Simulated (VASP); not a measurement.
# Cd (P6_3/mmc) in VASP: vibrations by perturbation theory with PBEsol

Aim: the vibrations by perturbation theory of Cd with PBEsol.

Everything below comes from runs of VASP 6.6.1. Logs are shortened: lines on timing, memory, paths and dates and some standing lists are left out, and cuts for length are marked.

## Step 1: The cell of the first run

Symmetry: P6_3/mmc, No. 194, hexagonal system. The conventional cell has a = 2.962 Å, b = 2.962 Å, c = 5.309 Å, α = 90.00°, β = 90.00°, γ = 120.00°. Cd (site symmetry -6m2) has 12 Cd at 2.96 to 3.16 Å within 3.9 Å.

## Step 2: Vibrations by perturbation theory, PBEsol (20.17 Å³/atom)

INCAR

```
  PREC = Accurate
  ENCUT = 520
  EDIFF = 1E-8
  ISMEAR = -1
  SIGMA = 0.08
  LREAL = F
  LASPH = T
  NELM = 100
  ALGO = Normal
  ISIF = 2
  LWAVE = F
  LCHARG = T
  GGA = PS
  NBANDS = 19
  IBRION = 8
  NSW = 1
```

KPOINTS

```
regular mesh
0
Gamma
  14 14 8
```

POSCAR

```
Cd
1.0
    2.9622166085      0.0000000000      0.0000000000
   -1.4811083042      2.5653548345      0.0000000000
    0.0000000000      0.0000000000      5.3088072077
Cd
2
Direct
    0.3333333333      0.6666666667      0.2500000000
    0.6666666667      0.3333333333      0.7500000000
```

Potentials or basis: VASP PAW PBE potentials, release 64 (Cd).

The run is started by

```
$ cat potpaw_PBE.64/Cd/POTCAR > POTCAR
$ mpirun -np 1 vasp_std > vasp.out
```

OUTCAR:

```text
PREC = Accurate
   ENCUT = 520
   EDIFF = 1E-8
   ISMEAR = -1
   LREAL = F
   LASPH = T
   NELM = 100
   ISIF = 2
   GGA = PS
   IBRION = 8
   NSW = 1

 ion  position               nearest neighbor table
   1  0.333  0.667  0.250-   2 3.16   2 3.16   2 3.16   2 3.16   2 3.16   2 3.16
   2  0.667  0.333  0.750-   1 3.16   1 3.16   1 3.16   1 3.16   1 3.16   1 3.16

  LATTYP: Found a hexagonal cell.
 ALAT       =     2.9622166085
 C/A-ratio  =     1.7921738716

  Lattice vectors:

 A1 = (   2.9622166085,   0.0000000000,   0.0000000000)
 A2 = (  -1.4811083042,   2.5653548345,   0.0000000000)
 A3 = (   0.0000000000,   0.0000000000,   5.3088072077)

Analysis of symmetry for initial positions (statically):
=====================================================================
 Subroutine PRICEL returns:
 Original cell was already a primitive cell.

 Routine SETGRP: Setting up the symmetry group for a
 hexagonal supercell.

 Subroutine GETGRP returns: Found 24 space group operations
 (whereof 12 operations were pure point group operations)
 out of a pool of 24 trial point group operations.

The static configuration has the point symmetry D_3d.
 The point group associated with its full space group is D_6h.

Analysis of symmetry for dynamics (positions and initial velocities):
=====================================================================
 Subroutine PRICEL returns:
 Original cell was already a primitive cell.

 Routine SETGRP: Setting up the symmetry group for a
 hexagonal supercell.

 Subroutine GETGRP returns: Found 24 space group operations
 (whereof 12 operations were pure point group operations)
 out of a pool of 24 trial point group operations.

The dynamic configuration has the point symmetry D_3d.
 The point group associated with its full space group is D_6h.

 Subroutine INISYM returns: Found 24 space group operations
 (whereof 12 operations are pure point group operations),
 and found     1 'primitive' translations

----------------------------------------------------------------------------------------

                                     Primitive cell

  volume of cell :      40.3424

  direct lattice vectors                    reciprocal lattice vectors
     2.962216608  0.000000000  0.000000000     0.337585036  0.194904811  0.000000000
    -1.481108304  2.565354834  0.000000000     0.000000000  0.389809623  0.000000000
     0.000000000  0.000000000  5.308807208     0.000000000  0.000000000  0.188366230

  length of vectors
     2.962216608  2.962216608  5.308807208     0.389809623  0.389809623  0.188366230

  position of ions in fractional coordinates (direct lattice)
     0.333333333  0.666666667  0.250000000
     0.666666667  0.333333333  0.750000000

  ion indices of the primitive-cell ions
   primitive index   ion index
                 1           1
                 2           2

----------------------------------------------------------------------------------------

 KPOINTS: regular mesh

Automatic generation of k-mesh.
 Grid dimensions read from file:
 generate k-points for:   14   14    8

 Generating k-lattice:

  Cartesian coordinates                     Fractional coordinates (reciprocal lattice)
     0.024113217  0.013921772  0.000000000     0.071428571  0.000000000  0.000000000
     0.000000000  0.027843544  0.000000000     0.000000000  0.071428571  0.000000000
     0.000000000  0.000000000  0.023545779     0.000000000  0.000000000  0.125000000

  Length of vectors
     0.027843544  0.027843544  0.023545779

  Shift w.r.t. Gamma in fractional coordinates (k-lattice)
     0.000000000  0.000000000  0.000000000

 Subroutine IBZKPT returns following result:
 ===========================================

 Found    120 irreducible k-points:

 Following reciprocal coordinates:
            Coordinates               Weight
  0.000000  0.000000  0.000000      1.000000
  0.071429  0.000000  0.000000      6.000000
  0.142857  0.000000  0.000000      6.000000
  0.214286  0.000000  0.000000      6.000000
  0.285714  0.000000  0.000000      6.000000
  0.357143  0.000000  0.000000      6.000000
[... 16 lines left out ...]
  0.285714  0.285714  0.000000      6.000000
  0.357143  0.285714  0.000000      6.000000
 [... further k-points ...]
   k-points           NKPTS =    120   k-points in BZ     NKDIM =    120   number of bands    NBANDS=     19
   number of dos      NEDOS =    301   number of ions     NIONS =      2
   total plane-waves  NPLWV =  23040
   dimension x,y,z NGX =    24 NGY =   24 NGZ =   40
   dimension x,y,z NGXF=    48 NGYF=   48 NGZF=   80
   ions per type =               2
   NGX,Y,Z   is equivalent  to a cutoff of  13.47, 13.47, 12.53 a.u.
   NGXF,Y,Z  is equivalent  to a cutoff of  26.94, 26.94, 25.05 a.u.
 SYSTEM =  unknown system
   PREC   = accura    normal or accurate (medium, high low for compatibility)
   ISTART =      0    job   : 0-new  1-cont  2-samecut
   ICHARG =      2    charge: 1-file 2-atom 10-const
   ISPIN  =      1    spin polarized calculation?
   LNONCOLLINEAR =      F non collinear calculations
   LSORBIT =      F    spin-orbit coupling
   LASPH  =      T    aspherical Exc in radial PAW
   ENCUT  =  520.0 eV  38.22 Ry    6.18 a.u.   5.51  5.51  9.87*2*pi/ulx,y,z
   NELM   =    100;   NELMIN=  2; NELMDL= -5     # of ELM steps
   EDIFF  = 0.1E-07   stopping-criterion for ELM
   LREAL  =      F    real-space projection
   EDIFFG = 0.1E-06   stopping-criterion for IOM
   NSW    =      1    number of steps for IOM
   IBRION =      8    ionic relax: 0-MD 1-quasi-New 2-CG
   NFREE  =      0    steps in history (QN), initial steepest desc. (CG)
   ISIF   =      2    stress and relaxation
   ISYM   =      2    0-nonsym 1-usesym 2-fastsym
   POTIM  = 0.5000    time-step for ionic-motion
   TEBEG  =    0.0;   TEEND  =   0.0 temperature during run
   PSTRESS=    0.0 pullay stress
   NELECT =      24.0000    total number of electrons
   NUPDOWN=      -1.0000    fix difference up-down
   EMIN   =  10.00;   EMAX   =-10.00  energy-range for DOS
   EFERMI =   0.00;   METHOD = LEGACY
   ISMEAR =    -1;   SIGMA  =   0.08  broadening in eV -4-tet -1-fermi 0-gaus
   EFERMI_NEDOS =   21; number of points for ismear=-14 and -15
   IALGO  =     38    algorithm
   IMIX   =      4    mixing-type and parameters
     AMIX     =   0.40;   BMIX     =  1.00
     AMIX_MAG =   1.60;   BMIX_MAG =  1.00
  volume/ion in A,a.u.               =      20.17       136.12
  Fermi-wavevector in a.u.,A,eV,Ry     =   1.376865  2.601898 25.793361  1.895759
  Thomas-Fermi vector in A             =   2.502071
   LORBIT       =      0    0 simple, 1 ext, 2 COOP (PROOUT), +10 PAW based schemes
   GGA     = PS    functional components
   LHFCALC =     F    Hartree Fock is set to
   AEXX    =    0.0000 exact exchange contribution
   IVDW    =     0    specifies the selected vdW correction
   LEPSILON=     F    determine dielectric tensor
   LRPA    =     F    only Hartree local field effects (RPA)
 non-spin polarized calculation
  energy-cutoff  :      520.00
  volume of cell :       40.34
 maximum number of plane-waves:      1118
 NGX is ok and might be reduce to    24
   NGX = 11   NGY = 11   NGZ = 19

--------------------------------------- Ionic step        1  -------------------------------------------

 number of electron      24.0000004 magnetization

 Free energy of the ion-electron system (eV)
  ---------------------------------------------------
  ext. energy  EPLUGINS =         0.00000000
  ---------------------------------------------------
  free energy    TOTEN  =        -2.39207526 eV

  energy without entropy =       -2.38300411  energy(sigma->0) =       -2.38753968

 E-fermi :   3.3246     XC(G=0): -11.5860

 val. band max:        3.3166930220   @ k =   0.3571   0.1429   0.0000
 cond. band min:       3.3525622249   @ k =   0.2143   0.0000   0.1250
 fundamental gap:      0.0358692029
 Fermi energy:         3.3246345461

 k-point     1 :       0.0000    0.0000    0.0000
  band No.  band energies     occupation
      1      -6.7793      2.00000
      2      -6.3975      2.00000
      3      -6.0872      2.00000
      4      -6.0461      2.00000
      5      -6.0461      2.00000
      6      -5.9686      2.00000
[... 505 lines left out ...]
      6      -5.8660      2.00000
[... 11 lines left out ...]
     18       9.7869      0.00000
     19      11.5553      0.00000

 [... further k-points ...]
[... 5 lines left out ...]
  --------------------------------------------------------------------------------------
  -------------------------------------------------------------------------------------
  Total        0.6834575      0.6834575      0.5040844      0.0000000     -0.0000000      0.0000000
  in kB       27.1431884     27.1431884     20.0194744      0.0000000     -0.0000000      0.0000000
  external PRESSURE =      24.7686170 kB  Pullay stress =       0.0000000 kB

 VOLUME and BASIS-vectors are now :
 -----------------------------------------------------------------------------
  energy-cutoff  :      520.00
  volume of cell :       40.34
      direct lattice vectors                 reciprocal lattice vectors
     2.962216608  0.000000000  0.000000000     0.337585036  0.194904811  0.000000000
    -1.481108304  2.565354834  0.000000000     0.000000000  0.389809623  0.000000000
     0.000000000  0.000000000  5.308807208     0.000000000  0.000000000  0.188366230

 POSITION                                       TOTAL-FORCE (eV/Angst)
 -----------------------------------------------------------------------------------
     -0.00000      1.71024      1.32720        -0.000000      0.000000      0.000000
      1.48111      0.85512      3.98161         0.000000      0.000000      0.000000
 -----------------------------------------------------------------------------------
    total drift:                               -0.000000      0.000000      0.000000

  FREE ENERGIE OF THE ION-ELECTRON SYSTEM (eV)
  ---------------------------------------------------
  free  energy   TOTEN  =        -2.3920752625 eV

  energy  without entropy=       -2.3830041051  energy(sigma->0) =       -2.38753968

[... ionic steps 2 to 3 ...]

--------------------------------------- Ionic step        4  -------------------------------------------

------------------------ aborting loop because EDIFF is reached ----------------------------------------

[... ionic steps 5 to 5 ...]

--------------------------------------- Ionic step        6  -------------------------------------------

 Free energy of the ion-electron system (eV)
  ---------------------------------------------------
  ---------------------------------------------------
  free energy    TOTEN  =        -0.44840326 eV

  energy without entropy =       -0.44840326

------------------------ aborting loop because EDIFF is reached ----------------------------------------

 INTERNAL STRAIN TENSOR  FOR ION    1  DIRECTION 3   (eV/Angst):
 -----------------------------------------------------------------------------
     0.00377 -0.00000  0.00000
     0.00000  0.00377 -0.00000
     0.00000  0.00000 -0.00539

 INTERNAL STRAIN TENSOR FOR ION    2 for displacements in x,y,z  (eV/Angst):
          X           Y           Z          XY          YZ          ZX
  --------------------------------------------------------------------------------
  x    -0.00000     0.00000     0.00000    -0.39327     0.00000     0.00000
  y    -0.39327     0.39327    -0.00000     0.00000     0.00000     0.00000
  z     0.00000    -0.00000     0.00000    -0.00000     0.00000    -0.00000

 SECOND DERIVATIVES (NOT SYMMETRIZED)
 ------------------------------------
               1X          1Y          1Z          2X          2Y          2Z
  1X    -0.467637   -0.000000    0.000000    0.467637    0.000000    0.000000
  1Y    -0.000000   -0.467637    0.000000    0.000000    0.467637    0.000000
  1Z     0.000000    0.000000   -3.095612    0.000000    0.000000    3.095612
  2X     0.467637    0.000000    0.000000   -0.467637   -0.000000    0.000000
  2Y     0.000000    0.467637    0.000000   -0.000000   -0.467637    0.000000
  2Z     0.000000    0.000000    3.095612    0.000000    0.000000   -3.095612

 Eigenvectors and eigenvalues of the dynamical matrix
 ----------------------------------------------------

   1 f  =    3.668889 THz    23.052308 2PiTHz  122.380957 cm-1    15.173298 meV
             X         Y         Z           dx          dy          dz
     -0.000000  1.710237  1.327202     0.000000    0.000000    0.707107
      1.481108  0.855118  3.981605     0.000000   -0.000000   -0.707107
[... 11 lines left out ...]
   4 f  =    0.000000 THz     0.000000 2PiTHz    0.000001 cm-1     0.000000 meV
             X         Y         Z           dx          dy          dz
     -0.000000  1.710237  1.327202    -0.050737    0.681322   -0.182279
      1.481108  0.855118  3.981605    -0.050737    0.681322   -0.182279

   5 f/i=    0.000000 THz     0.000000 2PiTHz    0.000000 cm-1     0.000000 meV
             X         Y         Z           dx          dy          dz
     -0.000000  1.710237  1.327202     0.705213    0.046407   -0.022833
      1.481108  0.855118  3.981605     0.705213    0.046407   -0.022833

   6 f/i=    0.000000 THz     0.000000 2PiTHz    0.000001 cm-1     0.000000 meV
             X         Y         Z           dx          dy          dz
     -0.000000  1.710237  1.327202    -0.010037   -0.183429   -0.682827
      1.481108  0.855118  3.981605    -0.010037   -0.183429   -0.682827

--------------------------------------------------------------------------------------------------------

 ELASTIC MODULI CONTR FROM IONIC RELAXATION (kBar)
 Direction    XX          YY          ZZ          XY          YZ          ZX
 --------------------------------------------------------------------------------
 XX         -13.1350     13.1350     -0.0000     -0.0000      0.0000      0.0000
 YY          13.1350    -13.1350      0.0000     -0.0000      0.0000     -0.0000
 ZZ          -0.0000      0.0000     -0.0000      0.0000      0.0000      0.0000
 XY          -0.0000     -0.0000      0.0000    -13.1350      0.0000     -0.0000
 YZ           0.0000      0.0000      0.0000      0.0000      0.0000      0.0000
 ZX           0.0000     -0.0000      0.0000     -0.0000      0.0000     -0.0000
 --------------------------------------------------------------------------------
```

Wall time 5 min (1 thread of Intel Xeon Platinum 8488C (Sapphire Rapids), shared host); peak memory 0.75 GiB.

Results:

| Item | Value |
| --- | --- |
| Highest phonon frequency at Γ | 122 cm⁻¹ |

Phonon frequencies in cm⁻¹ (negative: imaginary):
| q point | frequencies |
| --- | --- |
| (0.000, 0.000, 0.000) | 0 0 0 48 48 122 |

Caveat: the cell stands under pressure or tension, which shifts response properties; the PAW data sets were made with another functional, which shifts forces and pressure a little.
